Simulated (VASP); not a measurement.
# SnSe (CsCl type) (Pm-3m) in VASP: notebook

SnSe (CsCl type) is run at these levels: PBE; tasks: single point.

Everything below comes from runs of VASP 6.6.1. Logs are shortened: lines on timing, memory, paths and dates and some standing lists are left out, and cuts for length are marked.

## (1) The cell of the first run

Symmetry: Pm-3m, No. 221, cubic system. The conventional cell has a = 3.104 Å, b = 3.104 Å, c = 3.104 Å, α = 90.00°, β = 90.00°, γ = 90.00°. Within 3.5 Å of Sn (site symmetry m-3m) lie 8 Se at 2.69 Å and 6 Sn at 3.10 Å. Se (site symmetry m-3m) has 8 Sn at 2.69 Å and 6 Se at 3.10 Å within 3.5 Å.

## (2) Single point, PBE (volume scaled by 0.6)

INCAR

```
SYSTEM = SnSe
PREC = Accurate ; ENCUT = 520
EDIFF = 1E-6 ; ISMEAR = -1
SIGMA = 0.1 ; LREAL = .FALSE.
LASPH = .TRUE. ; NELM = 60
ALGO = Normal ; ISIF = 2
LWAVE = .FALSE. ; LCHARG = .FALSE.
GGA = PE ; NBANDS = 17
```

KPOINTS

```
Automatic mesh
0
G
  14 14 14
  0 0 0
```

POSCAR

```
SnSe
1.0
    3.1038710435      0.0000000000      0.0000000000
    0.0000000000      3.1038710435      0.0000000000
    0.0000000000      0.0000000000      3.1038710435
Sn Se
1 1
Direct
    0.0000000000      0.0000000000      0.0000000000
    0.5000000000      0.5000000000      0.5000000000
```

Potentials or basis: VASP PAW PBE potentials, release 64 (Sn_d, Se).

Started as:

```
cat potpaw_PBE.64/Sn_d/POTCAR potpaw_PBE.64/Se/POTCAR > POTCAR
mpirun -np 1 vasp_std > vasp.out
```

OUTCAR:

```text
SYSTEM = SnSe
   PREC = Accurate
   ENCUT = 520
   EDIFF = 1E-6
   ISMEAR = -1
   LREAL = .FALSE.
   LASPH = .TRUE.
   NELM = 60
   ISIF = 2
   GGA = PE

 ion  position               nearest neighbor table
   1  0.000  0.000  0.000-   2 2.69   2 2.69   2 2.69   2 2.69   2 2.69   2 2.69   2 2.69   2 2.69

   2  0.500  0.500  0.500-   1 2.69   1 2.69   1 2.69   1 2.69   1 2.69   1 2.69   1 2.69   1 2.69

  LATTYP: Found a simple cubic cell.
 ALAT       =     3.1038710435

  Lattice vectors:

 A1 = (   3.1038710435,   0.0000000000,   0.0000000000)
 A2 = (   0.0000000000,   3.1038710435,   0.0000000000)
 A3 = (   0.0000000000,   0.0000000000,   3.1038710435)

Analysis of symmetry for initial positions (statically):
=====================================================================
 Subroutine PRICEL returns:
 Original cell was already a primitive cell.

 Routine SETGRP: Setting up the symmetry group for a
 simple cubic supercell.

 Subroutine GETGRP returns: Found 48 space group operations
 (whereof 48 operations were pure point group operations)
 out of a pool of 48 trial point group operations.

The static configuration has the point symmetry O_h .

Analysis of symmetry for dynamics (positions and initial velocities):
=====================================================================
 Subroutine PRICEL returns:
 Original cell was already a primitive cell.

 Routine SETGRP: Setting up the symmetry group for a
 simple cubic supercell.

 Subroutine GETGRP returns: Found 48 space group operations
 (whereof 48 operations were pure point group operations)
 out of a pool of 48 trial point group operations.

The dynamic configuration has the point symmetry O_h .

 Subroutine INISYM returns: Found 48 space group operations
 (whereof 48 operations are pure point group operations),
 and found     1 'primitive' translations

----------------------------------------------------------------------------------------

                                     Primitive cell

  volume of cell :      29.9027

  direct lattice vectors                    reciprocal lattice vectors
     3.103871043  0.000000000  0.000000000     0.322178333  0.000000000  0.000000000
     0.000000000  3.103871043  0.000000000     0.000000000  0.322178333  0.000000000
     0.000000000  0.000000000  3.103871043     0.000000000  0.000000000  0.322178333

  length of vectors
     3.103871043  3.103871043  3.103871043     0.322178333  0.322178333  0.322178333
[... 79 lines left out ...]
   ENCUT  =  520.0 eV  38.22 Ry    6.18 a.u.   5.77  5.77  5.77*2*pi/ulx,y,z
   NELM   =     60;   NELMIN=  2; NELMDL= -5     # of ELM steps
   EDIFF  = 0.1E-05   stopping-criterion for ELM
   LREAL  =      F    real-space projection
   EDIFFG = 0.1E-04   stopping-criterion for IOM
   NSW    =      0    number of steps for IOM
   IBRION =     -1    ionic relax: 0-MD 1-quasi-New 2-CG
   NFREE  =      0    steps in history (QN), initial steepest desc. (CG)
   ISIF   =      2    stress and relaxation
   ISYM   =      2    0-nonsym 1-usesym 2-fastsym
   POTIM  = 0.5000    time-step for ionic-motion
   TEBEG  =    0.0;   TEEND  =   0.0 temperature during run
   PSTRESS=    0.0 pullay stress
   NELECT =      20.0000    total number of electrons
   NUPDOWN=      -1.0000    fix difference up-down
   EMIN   =  10.00;   EMAX   =-10.00  energy-range for DOS
   EFERMI =   0.00;   METHOD = LEGACY
   ISMEAR =    -1;   SIGMA  =   0.10  broadening in eV -4-tet -1-fermi 0-gaus
   EFERMI_NEDOS =   21; number of points for ismear=-14 and -15
   IALGO  =     38    algorithm
   IMIX   =      4    mixing-type and parameters
     AMIX     =   0.40;   BMIX     =  1.00
     AMIX_MAG =   1.60;   BMIX_MAG =  1.00
  volume/ion in A,a.u.               =      14.95       100.90
  Fermi-wavevector in a.u.,A,eV,Ry     =   1.431686  2.705495 27.888205  2.049725
  Thomas-Fermi vector in A             =   2.551396
   LORBIT       =      0    0 simple, 1 ext, 2 COOP (PROOUT), +10 PAW based schemes
   GGA     = PE    functional components
   LHFCALC =     F    Hartree Fock is set to
   AEXX    =    0.0000 exact exchange contribution
   IVDW    =     0    specifies the selected vdW correction
   LEPSILON=     F    determine dielectric tensor
   LRPA    =     F    only Hartree local field effects (RPA)
 non-spin polarized calculation
  energy-cutoff  :      520.00
  volume of cell :       29.90
 maximum number of plane-waves:       840
 NGX is ok and might be reduce to    24
   NGX = 11   NGY = 11   NGZ = 11

 number of electron      19.9999989 magnetization

 Free energy of the ion-electron system (eV)
  ---------------------------------------------------
  ext. energy  EPLUGINS =         0.00000000
  ---------------------------------------------------
  free energy    TOTEN  =        -4.64006221 eV

  energy without entropy =       -4.62422006  energy(sigma->0) =       -4.63214113

 E-fermi :  14.1652     XC(G=0): -12.7551

 val. band max:       14.0825907011   @ k =   0.5000   0.4286   0.2857
 cond. band min:      14.1895712425   @ k =   0.2857   0.2143   0.2143
 fundamental gap:      0.1069805414
 Fermi energy:        14.1652316746

 k-point     1 :       0.0000    0.0000    0.0000
  band No.  band energies     occupation
      1      -8.4596      2.00000
      2      -8.4596      2.00000
      3      -8.0919      2.00000
      4      -8.0919      2.00000
      5      -8.0919      2.00000
      6      -4.8454      2.00000
[... 457 lines left out ...]
      4      -8.1555      2.00000
      5      -8.1289      2.00000
      6      -2.4227      2.00000
[... 9 lines left out ...]
     16      26.0240      0.00000
     17      26.3955      0.00000

 [... further k-points ...]

------------------------ aborting loop because EDIFF is reached ----------------------------------------

  FORCE on cell =-STRESS in cart. coord.  units (eV):
  Direction    XX          YY          ZZ          XY          YZ          ZX
  --------------------------------------------------------------------------------------
  -------------------------------------------------------------------------------------
  Total       15.0592140     15.0592140     15.0592140     -0.0000000     -0.0000000      0.0000000
  in kB      806.8668608    806.8668608    806.8668608     -0.0000000     -0.0000000      0.0000000
  external PRESSURE =     806.8668608 kB  Pullay stress =       0.0000000 kB

 VOLUME and BASIS-vectors are now :
 -----------------------------------------------------------------------------
  energy-cutoff  :      520.00
  volume of cell :       29.90
      direct lattice vectors                 reciprocal lattice vectors
     3.103871043  0.000000000  0.000000000     0.322178333  0.000000000  0.000000000
     0.000000000  3.103871043  0.000000000     0.000000000  0.322178333  0.000000000
     0.000000000  0.000000000  3.103871043     0.000000000  0.000000000  0.322178333

 POSITION                                       TOTAL-FORCE (eV/Angst)
 -----------------------------------------------------------------------------------
      0.00000      0.00000      0.00000         0.000000      0.000000      0.000000
      1.55194      1.55194      1.55194         0.000000      0.000000      0.000000
 -----------------------------------------------------------------------------------
    total drift:                                0.000000      0.000000      0.000000

  FREE ENERGIE OF THE ION-ELECTRON SYSTEM (eV)
  ---------------------------------------------------
  free  energy   TOTEN  =        -4.6400622066 eV

  energy  without entropy=       -4.6242200589  energy(sigma->0) =       -4.63214113
```

OSZICAR:

```text
N       E                     dE             d eps       ncg     rms          rms(c)
DAV:   1     0.134674259650E+03    0.13467E+03   -0.98741E+03  4272   0.179E+03
DAV:   2     0.508996308693E+01   -0.12958E+03   -0.12530E+03  4432   0.378E+02
DAV:   3    -0.458960743219E+01   -0.96796E+01   -0.95496E+01  5055   0.867E+01
DAV:   4    -0.476299951052E+01   -0.17339E+00   -0.17320E+00  4871   0.115E+01
DAV:   5    -0.476649434457E+01   -0.34948E-02   -0.34945E-02  5444   0.167E+00    0.707E+00
DAV:   6    -0.466596720983E+01    0.10053E+00   -0.10510E-01  5975   0.466E+00    0.430E+00
DAV:   7    -0.464208236349E+01    0.23885E-01   -0.56880E-02  6334   0.247E+00    0.789E-01
DAV:   8    -0.464005765801E+01    0.20247E-02   -0.84162E-03  5910   0.117E+00    0.108E-01
DAV:   9    -0.464006511921E+01   -0.74612E-05   -0.47314E-04  5375   0.306E-01    0.705E-02
DAV:  10    -0.464006184555E+01    0.32737E-05   -0.22513E-05  4978   0.384E-02    0.130E-02
DAV:  11    -0.464006220663E+01   -0.36108E-06   -0.63391E-06  5440   0.408E-02
   1 F= -.46400622E+01 E0= -.46321411E+01  d E =-.158421E-01
```

stdout:

```text
POSCAR found type information on POSCAR SnSe
 POSCAR found :  2 types and       2 ions
 scaLAPACK will be used
 LDA part: xc-table for (Slater+PW92), standard interpolation
 POSCAR, INCAR and KPOINTS ok, starting setup
 FFT: planning ... GRIDC
 FFT: planning ... GRID_SOFT
 FFT: planning ... GRID
 WAVECAR not read
 entering main loop
```

Wall time 23 s (1 thread of Intel Xeon Platinum 8259CL at 2.50GHz (Skylake/Cascade Lake), shared host); peak memory 0.18 GiB.

What came out:

```
Free energy            : -4.6401 eV
Pressure               : 80.7 GPa
Band gap on the k mesh : zero (band 10 reaches 15.78 eV, above the bottom of band 11 at 10.46 eV)
```

Caveat: spin-orbit coupling is left out, which moves the levels of the heavy elements.

## (3) Single point, PBE (volume scaled by 0.6)

INCAR

```
  ALGO = Normal
  EDIFF = 1E-6
  ENCUT = 520
  GGA = PE
  ISIF = 2
  ISMEAR = -1
  LASPH = True
  LCHARG = False
  LREAL = False
  LWAVE = False
  NBANDS = 17
  NELM = 80
  PREC = Accurate
  SIGMA = 0.1
```

KPOINTS

```
k-points
0
Gamma
  14 14 14
```

POSCAR is that of step 2.

Potentials or basis: VASP PAW PBE potentials, release 64 (Sn_d, Se).

Started as:

```
cat potpaw_PBE.64/Sn_d/POTCAR potpaw_PBE.64/Se/POTCAR > POTCAR
mpirun -np 1 vasp_std > vasp.out
```

Wall time 22 s (1 thread of Intel Xeon Platinum 8259CL at 2.50GHz (Skylake/Cascade Lake), shared host); peak memory 0.18 GiB.

Results (log left out):

- Free energy: -4.6401 eV
- Pressure: 80.7 GPa
- Band gap on the k mesh: zero (band 10 reaches 15.78 eV, above the bottom of band 11 at 10.46 eV)

Levels at points of the mesh, in eV from the Fermi level:
| k point | band 8 | band 9 | band 10 | band 11 | band 12 | band 13 |
| --- | --- | --- | --- | --- | --- | --- |
| (0.00, 0.00, 0.00) | -4.03 | -4.03 | -4.00 | 2.66 | 2.66 | 10.38 |
| (0.50, 0.00, 0.00) | -1.45 | -1.45 | 0.58 | 2.64 | 3.14 | 3.14 |
| (0.50, 0.50, 0.00) | -9.49 | -7.60 | -0.83 | 5.48 | 5.48 | 7.10 |
| (0.50, 0.50, 0.50) | -5.96 | -5.96 | -3.70 | -3.70 | -3.70 | -3.40 |

Caveat: spin-orbit coupling is left out, which moves the levels of the heavy elements.

## (4) Single point, PBE (volume scaled by 0.7)

INCAR

```
SYSTEM = SnSe
  PREC = Accurate
  ENCUT = 520
  EDIFF = 1E-6
  ISMEAR = -1
  SIGMA = 0.1
  LREAL = .FALSE.
  LASPH = .TRUE.
  NELM = 60
  ALGO = Normal
  ISIF = 2
  LWAVE = .FALSE.
  LCHARG = .FALSE.
  GGA = PE
  NBANDS = 17
```

KPOINTS

```
Automatic mesh
0
G
  14 14 14
  0 0 0
```

POSCAR

```
SnSe
1.0
    3.2675276093      0.0000000000      0.0000000000
    0.0000000000      3.2675276093      0.0000000000
    0.0000000000      0.0000000000      3.2675276093
Sn Se
1 1
Direct
    0.0000000000      0.0000000000      0.0000000000
    0.5000000000      0.5000000000      0.5000000000
```

Started as:

```
cat potpaw_PBE.64/Sn_d/POTCAR potpaw_PBE.64/Se/POTCAR > POTCAR
mpirun -np 1 vasp_std > vasp.out
```

Run time: 25 s. Hardware: 1 thread of Intel Xeon Platinum 8259CL at 2.50GHz (Skylake/Cascade Lake), shared host; peak memory 0.19 GiB.

The run converged. Its results:

```
Free energy            : -6.4274 eV
Pressure               : 39.1 GPa
Band gap on the k mesh : zero (band 10 reaches 12.36 eV, above the bottom of band 11 at 8.61 eV)
```

Levels at points of the mesh, in eV from the Fermi level:
```tsv
k point	band 6	band 7	band 8	band 9	band 10	band 11	band 12	band 13	band 14	band 15
(0.00, 0.00, 0.00)	-17.13	-4.80	-3.35	-3.35	-3.35	3.20	3.20	8.75	8.75	8.75
(0.50, 0.00, 0.00)	-15.18	-11.19	-1.28	-1.28	0.19	1.73	3.17	3.17	4.99	7.57
(0.50, 0.50, 0.00)	-13.46	-7.98	-7.98	-7.03	-0.70	5.06	5.06	6.32	6.81	8.70
(0.50, 0.50, 0.50)	-12.71	-5.05	-5.05	-5.05	-3.82	-2.80	-2.80	-2.80	18.15	18.15
```

Caveat: spin-orbit coupling is left out, which moves the levels of the heavy elements.
